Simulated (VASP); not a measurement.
The system is BiAs.

```
CELL_PARAMETERS angstrom
2.46518 -5.79774 0.00000
2.46518 5.79774 0.00000
0.00000 0.00000 4.19994
ATOMIC_POSITIONS crystal
Bi 0.64000 0.36000 0.25000
Bi 0.36000 0.64000 0.75000
As 0.93000 0.07000 0.25000
As 0.07000 0.93000 0.75000
```

- Program: VASP 6.6.1
- Task: relaxation of cell and atoms
- Functional: PBE
- Potentials or basis: VASP PAW PBE potentials, release 64 (Bi_d, As)
- Cutoff: 600 eV
- k mesh: 4 × 4 × 4
- Occupations: gaussian, width 0.1 eV
- Spin: no spin polarisation

At the start: pressure -4.0 GPa; volume 30.01 Å³/atom.

Task: Where does the relaxation end?

Result: Over 30 steps the energy falls by 349.5 meV/atom and the volume is 28.28 Å³/atom (-5.8 %); space group Cmcm (No. 63, to 0.1 Å) before and after.

The path:
```
step  energy change (eV)  largest force (eV/Å)  pressure (GPa)  volume (Å³)
   1              0.0000                1.3183           -4.02       120.05
   2             -0.3757                1.5149            0.24       107.44
   3             -0.4207                1.5580            3.36       101.83
   4             -0.6607                0.9394            3.46       100.74
   5             -0.7853                0.5447            4.26        99.57
   6             -0.6479                0.6169            8.69        97.14
   7             -0.8044                0.3085            5.03        98.97
   8             -0.9607                0.4147           -1.23       109.51
   9             -0.9618                0.4032           -0.80       108.58
  10             -1.0321                0.3962           -0.83       109.34
  11             -1.2055                0.3231           -0.43       111.26
  12             -0.6286                2.5255            4.15       113.54
  13             -1.2202                0.4623           -0.20       111.61
  14             -1.2514                0.4805           -0.18       111.87
  15             -1.2999                0.5158           -0.05       112.44
  16             -1.2510                0.5274            0.47       113.22
  17             -1.3060                0.5320            0.05       112.68
  18             -1.3420                0.3574           -0.21       112.72
  19             -1.3808                0.2143           -0.64       112.79
  20             -1.3810                0.1980           -0.62       112.78
  21             -1.3852                0.1672           -0.26       112.18
  22             -1.3877                0.1272            0.21       111.43
  23             -1.3879                0.1165            0.31       111.23
  24             -1.3896                0.1088            0.28       111.43
  25             -1.3924                0.0847            0.09       112.04
  26             -1.3926                0.0782            0.05       112.19
  27             -1.3939                0.0825           -0.04       112.48
  28             -1.3959                0.0968           -0.28       113.34
  29             -1.3969                0.0730           -0.18       113.27
  30             -1.3980                0.0259            0.05       113.14
```

Final structure:
```yaml
crystal:
  lattice:
    - [2.13112, -6.16873, 0.00000]
    - [2.13112, 6.16873, 0.00000]
    - [0.00000, 0.00000, 4.30305]
  atoms:
    - { symbol: Bi, position: [0.64928, 0.35072, 0.25000] }
    - { symbol: Bi, position: [0.35072, 0.64928, 0.75000] }
    - { symbol: As, position: [0.87570, 0.12430, 0.25000] }
    - { symbol: As, position: [0.12430, 0.87570, 0.75000] }
```
